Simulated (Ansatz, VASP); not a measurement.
## One calculation of MnIr, two programs

File INCAR:

```
SYSTEM = MnIr
PREC     = Accurate       ! precision mode
ENCUT    = 520            ! plane-wave cutoff, eV
EDIFF    = 1E-6           ! SCF threshold, eV
ISMEAR   = -1             ! smearing method
SIGMA    = 0.1            ! smearing width, eV
LREAL    = .FALSE.        ! projectors in reciprocal space
LASPH    = .TRUE.         ! aspherical terms in the spheres
NELM     = 150            ! most SCF steps
ALGO     = Normal         ! electronic algorithm
ISIF     = 2              ! what is computed and relaxed
LWAVE    = .FALSE.        ! write WAVECAR
LCHARG   = .FALSE.        ! write CHGCAR
ISPIN    = 2              ! spin polarisation
MAGMOM   = 2.8 0          ! initial moments
LORBIT   = 11             ! projections on sites
LMAXMIX  = 4              ! l up to which the mixer works
NBANDS   = 22             ! bands
```

File KPOINTS:

```
Automatic mesh
0
G
  10 10 10
  0 0 0
```

The input POSCAR:

```
MnIr
1.0
    1.3246000000      0.7647600000      4.2398600000
   -1.3246000000      0.7647600000      4.2398600000
    0.0000000000     -1.5295100000      4.2398600000
Mn Ir
1 1
Direct
    0.5000000000      0.5000000000      0.5000000000
    0.0000000000      0.0000000000      0.0000000000
```

Input for Ansatz:

```yaml
crystal:
  lattice:
    - [1.3246, 0.76476, 4.23986]
    - [-1.3246, 0.76476, 4.23986]
    - [0.0, -1.52951, 4.23986]
  atoms:
    - { symbol: Mn, position: [0.5, 0.5, 0.5] }
    - { symbol: Ir, position: [0.0, 0.0, 0.0] }
basis:
  ecutwfc: 550.0
  xc_grid: 2
kpoints:
  mp_grid:
    grid: [10, 10, 10]
hamiltonian:
  xc: lda
magnetization:
  spin_polarized: true
  per_species:
    Mn: 2.8
scf:
  occupations:
    method: fermi_dirac
output:
  eigenvalues: true
```

Alike in both runs: task single point; functional LDA; k mesh 10 × 10 × 10; collinear spin.

|  | VASP | Ansatz |
| --- | --- | --- |
| version | VASP 6.6.1 | Ansatz 0.2.0 |
| potentials or method | VASP PAW LDA potentials, release 64 (Mn_pv, Ir), cutoff 520 eV | plane waves, PAW |
| occupations | fermi-dirac, width 0.1 eV | fermi-dirac |
| valence electrons in the cell | 22 | 32 |

```csv
,VASP,Ansatz,Ansatz less VASP
gap on the k mesh at the Fermi level (eV),none,none,-
net moment per atom (μB),0.27,0.47,+0.198
size of the moment on the site where the two differ most (μB),0.54,0.93,+0.399
```

The net moments are unlike, so the other rows may belong to different states. LDA's correlation is that of Perdew and Zunger in VASP and of Perdew and Wang (1992) in Ansatz. Site moments also hang on the region over which each program counts them. A gap of «none» marks a metal or a gap that the smearing closes. VASP's potentials hold 22 valence electrons a cell and Ansatz's 32, so a difference there can come from the potentials and not from the codes.

Neither program's run includes spin-orbit coupling.
